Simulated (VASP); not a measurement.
Runs of VASP 6.6.1 on Re. The structure is that of space group P6_3/mmc (No. 194), or close to it. The cells are those of the table. 

```csv
task,cell,cutoff (eV),gap on the mesh (eV),pressure (GPa)
relaxation of shape and atoms at fixed volume,"relaxed from a = 2.673, b = 2.673, c = 4.324 Å, angles 90.0, 90.0, 120.0°, 2 atoms",600,none,46.1
single point,"a = 2.673, b = 2.673, c = 4.324 Å, angles 90.0, 90.0, 120.0°, 2 atoms",520,none,(a)
single point,"a = 2.702, b = 2.702, c = 4.371 Å, angles 90.0, 90.0, 120.0°, 2 atoms",520,none,28.1
single point,"a = 2.839, b = 2.839, c = 4.591 Å, angles 90.0, 90.0, 120.0°, 2 atoms",520,none,-28.1
single point,"a = 2.730, b = 2.730, c = 4.417 Å, angles 90.0, 90.0, 120.0°, 2 atoms",520,none,13.0
```

Alike in all rows: level r2SCAN; potentials or basis VASP PAW PBE potentials, release 64 (Re); no spin polarisation; k mesh 18 × 18 × 10; smearing gaussian 0.1 eV.

**Question.** Estimate the missing entries.

**Answer.** (a) 45.9.

Caveats: the PAW data sets were made with another functional, which shifts forces and pressure a little; spin-orbit coupling is left out, which moves the levels of the heavy elements; the relaxation stopped at its first step, so nothing moved (some runs).

A k mesh can miss the band edges, and the runs leave out spin-orbit coupling on Re.

A gap of «none» marks levels without a gap at the run's occupations.
